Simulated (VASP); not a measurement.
# InSb (F-43m) in VASP: notebook

InSb is run at these levels: LDA; tasks: electric field gradients.

Everything below comes from runs of VASP 6.6.1. Logs are shortened: lines on timing, memory, paths and dates and some standing lists are left out, and cuts for length are marked.

**The experiment to reproduce.**

From “Electronic Structure and Epitaxy of CdTe Shells on InSb Nanowires”, 2021, arxiv:2111.05126, for a bulk crystal of InSb: band gap 0.24 eV.

The runs below are set against these values where they give the same quantity.

## Step 1: The cell of the first run

Symmetry: F-43m, No. 216, cubic system. Conventional cell: a = 6.478 Å, b = 6.478 Å, c = 6.478 Å, α = 90.00°, β = 90.00°, γ = 90.00°. In (site symmetry -43m) has 4 Sb at 2.81 Å within 3.7 Å. Within 3.7 Å of Sb (site symmetry -43m) lie 4 In at 2.81 Å.

## Step 2: Electric field gradients, LDA

INCAR

```
PREC     = Accurate       # precision mode
ENCUT    = 520            # plane-wave cutoff, eV
EDIFF    = 1E-8           # SCF threshold, eV
ISMEAR   = -1             # smearing method
SIGMA    = 0.03           # smearing width, eV
LREAL    = F              # projectors in reciprocal space
LASPH    = T              # aspherical terms in the spheres
NELM     = 60             # most SCF steps
ALGO     = Normal         # electronic algorithm
ISIF     = 2              # what is computed and relaxed
LWAVE    = F              # write WAVECAR
LCHARG   = F              # write CHGCAR
LEFG     = T            
NBANDS   = 16             # bands
```

KPOINTS

```
regular mesh
0
Gamma
  10 10 10
```

POSCAR

```
InSb
1.0
    0.0000000000      3.2391000000      3.2391000000
    3.2391000000      0.0000000000      3.2391000000
    3.2391000000      3.2391000000      0.0000000000
In Sb
1 1
Direct
    0.0000000000      0.0000000000      0.0000000000
    0.7500000000      0.7500000000      0.7500000000
```

Potentials or basis: VASP PAW LDA potentials, release 64 (In_d, Sb).

The run is started by

```bash
$ cat potpaw_LDA.64/In_d/POTCAR potpaw_LDA.64/Sb/POTCAR > POTCAR
$ mpirun -np 1 vasp_std > vasp.out
```

OUTCAR:

```text
PREC = Accurate
   ENCUT = 520
   EDIFF = 1E-8
   ISMEAR = -1
   LREAL = F
   LASPH = T
   NELM = 60
   ISIF = 2

 ion  position               nearest neighbor table
   1  0.000  0.000  0.000-   2 2.81   2 2.81   2 2.81   2 2.81
   2  0.750  0.750  0.750-   1 2.81   1 2.81   1 2.81   1 2.81

  LATTYP: Found a face centered cubic cell.
 ALAT       =     6.4782000000

  Lattice vectors:

 A1 = (   0.0000000000,   3.2391000000,   3.2391000000)
 A2 = (   3.2391000000,   0.0000000000,   3.2391000000)
 A3 = (   3.2391000000,   3.2391000000,   0.0000000000)

Analysis of symmetry for initial positions (statically):
=====================================================================
 Subroutine PRICEL returns:
 Original cell was already a primitive cell.

 Routine SETGRP: Setting up the symmetry group for a
 face centered cubic supercell.

 Subroutine GETGRP returns: Found 24 space group operations
 (whereof 24 operations were pure point group operations)
 out of a pool of 48 trial point group operations.

The static configuration has the point symmetry T_d .

Analysis of symmetry for dynamics (positions and initial velocities):
=====================================================================
 Subroutine PRICEL returns:
 Original cell was already a primitive cell.

 Routine SETGRP: Setting up the symmetry group for a
 face centered cubic supercell.

 Subroutine GETGRP returns: Found 24 space group operations
 (whereof 24 operations were pure point group operations)
 out of a pool of 48 trial point group operations.

The dynamic configuration has the point symmetry T_d .

 Subroutine INISYM returns: Found 24 space group operations
 (whereof 24 operations are pure point group operations),
 and found     1 'primitive' translations

----------------------------------------------------------------------------------------

                                     Primitive cell

  volume of cell :      67.9678

  direct lattice vectors                    reciprocal lattice vectors
     0.000000000  3.239100000  3.239100000    -0.154363867  0.154363867  0.154363867
     3.239100000  0.000000000  3.239100000     0.154363867 -0.154363867  0.154363867
[... 126 lines left out ...]
  ---------------------------------------------------
  ext. energy  EPLUGINS =         0.00000000
  ---------------------------------------------------
  free energy    TOTEN  =        -8.21459738 eV

  energy without entropy =       -8.21445226  energy(sigma->0) =       -8.21452482

 E-fermi :   4.9178     XC(G=0):  -8.9942

 val. band max:        4.8931389482   @ k =   0.0000   0.0000   0.0000
 cond. band min:       5.3144650905   @ k =   0.5000   0.0000   0.0000
 fundamental gap:      0.4213261423
 Fermi energy:         4.9178463013

 k-point     1 :       0.0000    0.0000    0.0000
  band No.  band energies     occupation
      1      -9.6652      2.00000
      2      -9.6652      2.00000
      3      -9.6652      2.00000
      4      -9.5778      2.00000
      5      -9.5778      2.00000
      6      -5.8818      2.00000
[... 433 lines left out ...]
      3      -9.6305      2.00000
      4      -9.5919      2.00000
      5      -9.5712      2.00000
      6      -4.5116      2.00000
[... 8 lines left out ...]
     15      14.4413      0.00000
     16      14.8268      0.00000

 [... further k-points ...]

------------------------ aborting loop because EDIFF is reached ----------------------------------------

  FORCE on cell =-STRESS in cart. coord.  units (eV):
  Direction    XX          YY          ZZ          XY          YZ          ZX
  --------------------------------------------------------------------------------------
  -------------------------------------------------------------------------------------
  Total       -0.2162153     -0.2162153     -0.2162153      0.0000000      0.0000000      0.0000000
  in kB       -5.0967570     -5.0967570     -5.0967570      0.0000000      0.0000000      0.0000000
  external PRESSURE =      -5.0967570 kB  Pullay stress =       0.0000000 kB

 VOLUME and BASIS-vectors are now :
 -----------------------------------------------------------------------------
  energy-cutoff  :      520.00
  volume of cell :       67.97
      direct lattice vectors                 reciprocal lattice vectors
     0.000000000  3.239100000  3.239100000    -0.154363867  0.154363867  0.154363867
     3.239100000  0.000000000  3.239100000     0.154363867 -0.154363867  0.154363867
     3.239100000  3.239100000  0.000000000     0.154363867  0.154363867 -0.154363867

 POSITION                                       TOTAL-FORCE (eV/Angst)
 -----------------------------------------------------------------------------------
      0.00000      0.00000      0.00000        -0.000000      0.000000      0.000000
      4.85865      4.85865      4.85865         0.000000     -0.000000     -0.000000
 -----------------------------------------------------------------------------------
    total drift:                               -0.000000     -0.000000     -0.000000

  FREE ENERGIE OF THE ION-ELECTRON SYSTEM (eV)
  ---------------------------------------------------
  free  energy   TOTEN  =        -8.2145973839 eV

  energy  without entropy=       -8.2144522583  energy(sigma->0) =       -8.21452482

 Electric field gradients (V/A^2)
---------------------------------------------------------------------
 ion       V_xx      V_yy      V_zz      V_xy      V_xz      V_yz
---------------------------------------------------------------------
   1       0.000    -0.000     0.000     0.001     0.001     0.001
   2      -0.000     0.000    -0.000    -0.000    -0.000    -0.000
---------------------------------------------------------------------

 Electric field gradients after diagonalization (V/A^2)
 (convention: |V_zz| > |V_xx| > |V_yy|)
----------------------------------------------------------------------
 ion       V_xx      V_yy      V_zz     asymmetry (V_yy - V_xx)/ V_zz
----------------------------------------------------------------------
   1      -0.001    -0.001     0.003       0.000
   2       0.000     0.000    -0.000       0.000
----------------------------------------------------------------------

           NMR quadrupolar parameters

 Cq : quadrupolar parameter    Cq=e*Q*V_zz/h
 eta: asymmetry parameters     (V_yy - V_xx)/ V_zz
 Q  : nuclear electric quadrupole moment in mb (millibarn)
----------------------------------------------------------------------
 ion       Cq(MHz)       eta       Q (mb)
----------------------------------------------------------------------
   1       0.000       0.000       1.000
   2      -0.000       0.000       1.000
----------------------------------------------------------------------
```

OSZICAR:

```text
N       E                     dE             d eps       ncg     rms          rms(c)
DAV:   1     0.114989837185E+03    0.11499E+03   -0.78332E+03  1504   0.111E+03
DAV:   2    -0.672771286692E+00   -0.11566E+03   -0.11190E+03  1680   0.283E+02
DAV:   3    -0.814637363385E+01   -0.74736E+01   -0.74398E+01  1928   0.743E+01
DAV:   4    -0.836092862148E+01   -0.21455E+00   -0.21452E+00  1832   0.144E+01
DAV:   5    -0.837198784578E+01   -0.11059E-01   -0.11059E-01  2352   0.274E+00    0.432E+00
DAV:   6    -0.824647998826E+01    0.12551E+00   -0.15224E-01  2168   0.609E+00    0.244E+00
DAV:   7    -0.821622830333E+01    0.30252E-01   -0.66555E-02  2136   0.236E+00    0.537E-01
DAV:   8    -0.821452140119E+01    0.17069E-02   -0.68895E-03  1976   0.965E-01    0.306E-01
DAV:   9    -0.821461462805E+01   -0.93227E-04   -0.66756E-04  1896   0.229E-01    0.890E-02
DAV:  10    -0.821459384670E+01    0.20781E-04   -0.43050E-05  1760   0.492E-02    0.318E-02
DAV:  11    -0.821459751194E+01   -0.36652E-05   -0.97239E-06  1888   0.395E-02    0.222E-02
DAV:  12    -0.821459738077E+01    0.13117E-06   -0.68874E-07  1992   0.827E-03    0.567E-03
DAV:  13    -0.821459738903E+01   -0.82582E-08   -0.13250E-07  1944   0.348E-03    0.262E-03
DAV:  14    -0.821459738388E+01    0.51527E-08   -0.11721E-08  1488   0.125E-03
   1 F= -.82145974E+01 E0= -.82145248E+01  d E =-.145126E-03
```

It took 29 s on 1 thread of AMD EPYC 9R45 (Zen 5), shared host; peak memory 0.17 GiB.

Results:

```
Free energy            : -8.2146 eV
Pressure               : -0.5 GPa
Band gap on the k mesh : zero (filled and empty bands touch)
```

Caveat: without QUAD_EFG the Cq values of the log hold for a quadrupole moment of 1 mb, not for the nuclei; spin-orbit coupling is left out, which moves the levels of the heavy elements.

## Step 3: Electric field gradients, LDA

INCAR

```
ALGO = Normal
EDIFF = 1E-8
ENCUT = 520
GGA = CA
ISIF = 2
ISMEAR = -1
LASPH = True
LCHARG = False
LEFG = True
LREAL = False
LWAVE = False
NBANDS = 16
NELM = 60
PREC = Accurate
SIGMA = 0.03
```

KPOINTS

```
k-points
0
Gamma
  10 10 10
```

POSCAR is that of step 2.

Potentials or basis: VASP PAW LDA potentials, release 64 (In_d, Sb).

The run is started by

```bash
$ cat potpaw_LDA.64/In_d/POTCAR potpaw_LDA.64/Sb/POTCAR > POTCAR
$ mpirun -np 1 vasp_std > vasp.out
```

OUTCAR:

```text
EDIFF = 1E-8
   ENCUT = 520
   GGA = CA
   ISIF = 2
   ISMEAR = -1
   LASPH = True
   LREAL = False
   NELM = 60
   PREC = Accurate

 ion  position               nearest neighbor table
   1  0.000  0.000  0.000-   2 2.81   2 2.81   2 2.81   2 2.81
   2  0.750  0.750  0.750-   1 2.81   1 2.81   1 2.81   1 2.81

  LATTYP: Found a face centered cubic cell.
 ALAT       =     6.4782000000

  Lattice vectors:

 A1 = (   0.0000000000,   3.2391000000,   3.2391000000)
 A2 = (   3.2391000000,   0.0000000000,   3.2391000000)
 A3 = (   3.2391000000,   3.2391000000,   0.0000000000)

Analysis of symmetry for initial positions (statically):
=====================================================================
 Subroutine PRICEL returns:
 Original cell was already a primitive cell.

 Routine SETGRP: Setting up the symmetry group for a
 face centered cubic supercell.

 Subroutine GETGRP returns: Found 24 space group operations
 (whereof 24 operations were pure point group operations)
 out of a pool of 48 trial point group operations.

The static configuration has the point symmetry T_d .

Analysis of symmetry for dynamics (positions and initial velocities):
=====================================================================
 Subroutine PRICEL returns:
 Original cell was already a primitive cell.

 Routine SETGRP: Setting up the symmetry group for a
 face centered cubic supercell.

 Subroutine GETGRP returns: Found 24 space group operations
 (whereof 24 operations were pure point group operations)
 out of a pool of 48 trial point group operations.

The dynamic configuration has the point symmetry T_d .

[... 156 lines left out ...]
      2      -9.6652      2.00000
      3      -9.6652      2.00000
      4      -9.5778      2.00000
      5      -9.5778      2.00000
      6      -5.8818      2.00000
[... 433 lines left out ...]
      3      -9.6305      2.00000
      4      -9.5919      2.00000
      5      -9.5712      2.00000
      6      -4.5116      2.00000
[... 8 lines left out ...]
     15      14.4413      0.00000
     16      14.8268      0.00000

 [... further k-points ...]

------------------------ aborting loop because EDIFF is reached ----------------------------------------

  FORCE on cell =-STRESS in cart. coord.  units (eV):
  Direction    XX          YY          ZZ          XY          YZ          ZX
  --------------------------------------------------------------------------------------
  -------------------------------------------------------------------------------------
  Total       -0.2162153     -0.2162153     -0.2162153      0.0000000      0.0000000      0.0000000
  in kB       -5.0967570     -5.0967570     -5.0967570      0.0000000      0.0000000      0.0000000
  external PRESSURE =      -5.0967570 kB  Pullay stress =       0.0000000 kB

 VOLUME and BASIS-vectors are now :
 -----------------------------------------------------------------------------
  energy-cutoff  :      520.00
  volume of cell :       67.97
      direct lattice vectors                 reciprocal lattice vectors
     0.000000000  3.239100000  3.239100000    -0.154363867  0.154363867  0.154363867
     3.239100000  0.000000000  3.239100000     0.154363867 -0.154363867  0.154363867
     3.239100000  3.239100000  0.000000000     0.154363867  0.154363867 -0.154363867

 POSITION                                       TOTAL-FORCE (eV/Angst)
 -----------------------------------------------------------------------------------
      0.00000      0.00000      0.00000        -0.000000      0.000000      0.000000
      4.85865      4.85865      4.85865         0.000000     -0.000000     -0.000000
 -----------------------------------------------------------------------------------
    total drift:                               -0.000000     -0.000000     -0.000000

  FREE ENERGIE OF THE ION-ELECTRON SYSTEM (eV)
  ---------------------------------------------------
  free  energy   TOTEN  =        -8.2145973839 eV

  energy  without entropy=       -8.2144522583  energy(sigma->0) =       -8.21452482

 Electric field gradients (V/A^2)
---------------------------------------------------------------------
 ion       V_xx      V_yy      V_zz      V_xy      V_xz      V_yz
---------------------------------------------------------------------
   1       0.000    -0.000     0.000     0.001     0.001     0.001
   2      -0.000     0.000    -0.000    -0.000    -0.000    -0.000
---------------------------------------------------------------------

 Electric field gradients after diagonalization (V/A^2)
 (convention: |V_zz| > |V_xx| > |V_yy|)
----------------------------------------------------------------------
 ion       V_xx      V_yy      V_zz     asymmetry (V_yy - V_xx)/ V_zz
----------------------------------------------------------------------
   1      -0.001    -0.001     0.003       0.000
   2       0.000     0.000    -0.000       0.000
----------------------------------------------------------------------

           NMR quadrupolar parameters

 Cq : quadrupolar parameter    Cq=e*Q*V_zz/h
 eta: asymmetry parameters     (V_yy - V_xx)/ V_zz
 Q  : nuclear electric quadrupole moment in mb (millibarn)
----------------------------------------------------------------------
 ion       Cq(MHz)       eta       Q (mb)
----------------------------------------------------------------------
   1       0.000       0.000       1.000
   2      -0.000       0.000       1.000
----------------------------------------------------------------------
```

stdout:

```text
POSCAR found type information on POSCAR InSb
 POSCAR found :  2 types and       2 ions
 scaLAPACK will be used
 LDA part: xc-table for (Slater(with rela. corr.)+CA(PZ))
 , standard interpolation
 POSCAR, INCAR and KPOINTS ok, starting setup
 FFT: planning ... GRIDC
 FFT: planning ... GRID_SOFT
 FFT: planning ... GRID
 WAVECAR not read
 entering main loop
ion   1

ion   2
```

It took 30 s on 1 thread of AMD EPYC 9R45 (Zen 5), shared host; peak memory 0.17 GiB.

Results:

* Free energy: -8.2146 eV
* Pressure: -0.5 GPa
* Band gap on the k mesh: zero (filled and empty bands touch)

Caveat: without QUAD_EFG the Cq values of the log hold for a quadrupole moment of 1 mb, not for the nuclei; spin-orbit coupling is left out, which moves the levels of the heavy elements.

## Step 4: Electric field gradients, LDA (volume scaled by 1.01)

INCAR

```
ALGO = Normal
EDIFF = 1E-8
ENCUT = 520
GGA = CA
ISIF = 2
ISMEAR = -1
LASPH = T
LCHARG = F
LEFG = T
LREAL = F
LWAVE = F
NBANDS = 16
NELM = 100
PREC = Accurate
SIGMA = 0.03
```

KPOINTS is that of step 3.

POSCAR

```
InSb
1.0
    0.0000000000      3.2498612086      3.2498612086
    3.2498612086      0.0000000000      3.2498612086
    3.2498612086      3.2498612086      0.0000000000
In Sb
1 1
Direct
    0.0000000000      0.0000000000      0.0000000000
    0.7500000000      0.7500000000      0.7500000000
```

Potentials or basis: VASP PAW LDA potentials, release 64 (In_d, Sb).

The run is started by

```bash
$ cat potpaw_LDA.64/In_d/POTCAR potpaw_LDA.64/Sb/POTCAR > POTCAR
$ mpirun -np 1 vasp_std > vasp.out
```

OUTCAR:

```text
EDIFF = 1E-8
   ENCUT = 520
   GGA = CA
   ISIF = 2
   ISMEAR = -1
   LASPH = T
   LREAL = F
   NELM = 100
   PREC = Accurate

 ion  position               nearest neighbor table
   1  0.000  0.000  0.000-   2 2.81   2 2.81   2 2.81   2 2.81
   2  0.750  0.750  0.750-   1 2.81   1 2.81   1 2.81   1 2.81

  LATTYP: Found a face centered cubic cell.
 ALAT       =     6.4997224172

  Lattice vectors:

 A1 = (   0.0000000000,   3.2498612086,   3.2498612086)
 A2 = (   3.2498612086,   0.0000000000,   3.2498612086)
 A3 = (   3.2498612086,   3.2498612086,   0.0000000000)

[... 667 lines left out ...]
  free  energy   TOTEN  =        -8.2116332781 eV

  energy  without entropy=       -8.2114862068  energy(sigma->0) =       -8.21155974

 Electric field gradients (V/A^2)
---------------------------------------------------------------------
 ion       V_xx      V_yy      V_zz      V_xy      V_xz      V_yz
---------------------------------------------------------------------
   1       0.000    -0.000     0.000     0.002     0.002     0.002
   2       0.000    -0.000    -0.000    -0.000    -0.000    -0.000
---------------------------------------------------------------------

 Electric field gradients after diagonalization (V/A^2)
 (convention: |V_zz| > |V_xx| > |V_yy|)
----------------------------------------------------------------------
 ion       V_xx      V_yy      V_zz     asymmetry (V_yy - V_xx)/ V_zz
----------------------------------------------------------------------
   1      -0.002    -0.002     0.003       0.000
   2       0.000     0.000    -0.000       0.000
----------------------------------------------------------------------

           NMR quadrupolar parameters

 Cq : quadrupolar parameter    Cq=e*Q*V_zz/h
 eta: asymmetry parameters     (V_yy - V_xx)/ V_zz
 Q  : nuclear electric quadrupole moment in mb (millibarn)
----------------------------------------------------------------------
 ion       Cq(MHz)       eta       Q (mb)
----------------------------------------------------------------------
   1       0.000       0.000       1.000
   2      -0.000       0.000       1.000
----------------------------------------------------------------------
```

stdout:

```text
POSCAR found type information on POSCAR InSb
 POSCAR found :  2 types and       2 ions
 scaLAPACK will be used
 LDA part: xc-table for (Slater(with rela. corr.)+CA(PZ))
 , standard interpolation
 POSCAR, INCAR and KPOINTS ok, starting setup
 FFT: planning ... GRIDC
 FFT: planning ... GRID_SOFT
 FFT: planning ... GRID
 WAVECAR not read
 entering main loop
ion   1

ion   2
```

Run time: 28 s. Hardware: 1 thread of AMD EPYC 9R45 (Zen 5), shared host; peak memory 0.17 GiB.

What came out:

```
Free energy            : -8.2116 eV
Pressure               : -0.9 GPa
Band gap on the k mesh : zero (filled and empty bands touch)
```

Caveat: without QUAD_EFG the Cq values of the log hold for a quadrupole moment of 1 mb, not for the nuclei; spin-orbit coupling is left out, which moves the levels of the heavy elements.

(Continued in part 2 of 2.)
